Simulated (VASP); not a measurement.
Input of a VASP 6.6.1 run:

The input INCAR:

```
SYSTEM = Na
PREC = Accurate
ENCUT = 600
EDIFF = 1E-6
ISMEAR = -1
SIGMA = 0.08
LREAL = .False.
LASPH = .True.
NELM = 80
ALGO = Normal
ISIF = 3
LWAVE = .False.
LCHARG = .False.
GGA = PE
IBRION = 2
NSW = 32
EDIFFG = -0.005
PSTRESS = 14.0
```

Contents of KPOINTS:

```
regular mesh
0
Gamma
  12 12 7
  0 0 0
```

The input POSCAR:

```
Na
1.0
    3.5783697222      0.0000000000      0.0000000000
   -1.7891848611      3.0989590835      0.0000000000
    0.0000000000      0.0000000000      5.8129968174
Na
2
Direct
    0.3333333333      0.6666666667      0.2500000000
    0.6666666667      0.3333333333      0.7500000000
```

Potentials or basis: VASP PAW PBE potentials, release 64 (Na_pv).

Launch:

```console
$ cat potpaw_PBE.64/Na_pv/POTCAR > POTCAR
$ mpirun -np 1 vasp_std > vasp.out
```

Q: What does it give for the band gap on the k mesh?

A: Zero (bands 7 and 8 overlap by 4.19 eV).

Final structure:
```
Na
1.0
     3.57837    0.00000    0.00000
    -1.78918    3.09896    0.00000
     0.00000    0.00000    5.81300
Na
2
Direct
  0.33333 0.66667 0.25000
  0.66667 0.33333 0.75000
```

Caveat: the cell is relaxed towards a set pressure, so the run minimises the enthalpy, not the energy.
